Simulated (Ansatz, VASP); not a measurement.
## ZnS in VASP and in Ansatz

```
Zn S
1.0
     3.81100    0.00000    0.00000
    -1.90550    3.30042    0.00000
     0.00000    0.00000    6.23400
Zn S
2 2
Direct
  0.32840 0.64504 0.99160
  0.68632 0.32696 0.50400
  0.33633 0.71011 0.38849
  0.67808 0.32681 0.88207
```

Alike in both runs: task single point; functional PBEsol; k mesh 6 × 6 × 2; no spin polarisation.

```csv
,VASP,Ansatz
version,VASP 6.6.1,Ansatz 0.2.0
potentials or method,"VASP PAW PBE potentials, release 64 (Zn, S), cutoff 520 eV","plane waves, PAW"
occupations,"gaussian, width 0.01 eV",fixed
valence electrons in the cell,36,36
```

```csv
,VASP,Ansatz,Ansatz less VASP
pressure (GPa),0.1,-0.2,-0.21
"traceless stress, the component that is largest in VASP (GPa)",2.77,2.74,-0.024
rms of the force components (eV/Å),0.670,0.667,-0.0034
```

VASP's potentials were made for PBE, not for PBEsol. Atom by atom the forces differ by 0.004 eV/Å (rms over components). Ansatz's warnings: stress scf threshold loose.

The k mesh is coarse, so the values compare programs but aren't converged.
